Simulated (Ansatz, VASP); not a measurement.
Two plane-wave programs on CoSi2

```
Co Si
1.0
     3.75651    0.00000    0.00000
     0.00000    5.31251    0.00000
     0.00000    0.00000   24.39128
Co Si
6 12
Direct
  0.50000 0.50000 0.30710
  0.00000 0.00000 0.38540
  0.50000 0.50000 0.46120
  0.00000 0.00000 0.53880
  0.50000 0.50000 0.61460
  0.00000 0.00000 0.69290
  0.00000 0.74737 0.31046
  0.00000 0.25263 0.31046
  0.50000 0.25152 0.38393
  0.50000 0.74848 0.38393
  0.00000 0.74849 0.46207
  0.00000 0.25151 0.46207
  0.50000 0.24849 0.53793
  0.50000 0.75151 0.53793
  0.00000 0.75152 0.61607
  0.00000 0.24848 0.61607
  0.50000 0.24737 0.68954
  0.50000 0.75263 0.68954
```

Alike in both runs: functional PBEsol; k mesh 9 × 7 × 1; occupations gaussian, width 0.1 eV; no spin polarisation.

Ansatz relaxed the structure, and its values are those at the end. VASP's run is a single point on that final structure, the one shown.

|  | VASP | Ansatz |
| --- | --- | --- |
| version | VASP 6.6.1 | Ansatz 0.2.0 |
| potentials or method | VASP PAW PBE potentials, release 64 (Co, Si), cutoff 520 eV | scalar-relativistic, plane waves, PAW |
| valence electrons in the cell | 102 | 150 |

Ansatz gave:

```
gap on the k mesh at the Fermi level (eV) : none
rms of the force components (eV/Å)        : 0.003
```

Task: Which values does VASP return?

Result: gap on the k mesh at the Fermi level (eV): none; rms of the force components (eV/Å): 0.010.

VASP's potentials were made for PBE, not for PBEsol. A gap of «none» marks a metal or a gap that the smearing closes. With one functional, cell and mesh, what is left measures potentials, basis and numerics. VASP's potentials hold 102 valence electrons a cell and Ansatz's 150, so a difference there can come from the potentials and not from the codes. Ansatz's warnings: xc potential rough in thin density.
